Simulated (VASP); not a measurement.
Wanted: the native input for a VASP 6.6.1 run.

```
Task                   : single point
Functional             : PBEsol
Potentials or basis    : VASP PAW PBE potentials, release 64 (Co_sv, O)
Cutoff                 : 700 eV
k mesh                 : 10 × 10 × 10
Occupations            : fermi-dirac, width 0.05 eV
Spin                   : collinear spin, ferromagnetic start
Starting moments       : [2.5, 0.0] μB
Fixed moment           : 2.5 μB
Dipole correction      : no
Further INCAR settings : ALGO = Normal; EDIFF = 1e-06; NBANDS = 22
```

The structure of CoO lies in POSCAR:

```
CoO
1.0
   -1.5080000000      1.5080000000      2.1072475377
    1.5080000000     -1.5080000000      2.1072475377
    1.5080000000      1.5080000000     -2.1072475377
Co O
1 1
Direct
    0.0000000000      0.0000000000      0.0000000000
    0.5000000000      0.5000000000      0.0000000000
```

One way to write it, as run:

INCAR

```
SYSTEM = CoO
PREC = Accurate
ENCUT = 700
EDIFF = 1E-6
ISMEAR = -1
SIGMA = 0.05
LREAL = .FALSE.
LASPH = .TRUE.
NELM = 200
ALGO = Normal
ISIF = 2
LWAVE = .FALSE.
LCHARG = .TRUE.
ISPIN = 2
MAGMOM = 2.5 0
LORBIT = 11
NUPDOWN = 2.5
LMAXMIX = 4
GGA = PS
LELF = .TRUE.
LVHAR = .TRUE.
NBANDS = 22
GGA_COMPAT = .FALSE.
```

KPOINTS

```
regular mesh
0
G
  10 10 10
  0 0 0
```

Potentials or basis: VASP PAW PBE potentials, release 64 (Co_sv, O).

The run is started by

```bash
$ cat potpaw_PBE.64/Co_sv/POTCAR potpaw_PBE.64/O/POTCAR > POTCAR
$ mpirun -np 1 vasp_std > vasp.out
```

Results of the run:

```
Pressure                                              : -14.3 GPa
Net moment                                            : 2.50 μB per cell
Site moments                                          : Co +2.21; O +0.20 μB
Valence electrons inside the program's atomic spheres : Co 14.90; O 4.94
```

Caveat: the cell stands under tension; the PAW data sets were made with another functional, which shifts forces and pressure a little; the total moment is fixed, so each spin has its own Fermi level and the state may be an excited one; a cell with one magnetic atom can't hold antiferromagnetic order, which such compounds often take.

It took 110 s on 1 thread of Intel(R) Xeon(R) 6975P-C (Granite Rapids), with other jobs on the host, peak memory 0.24 GiB.
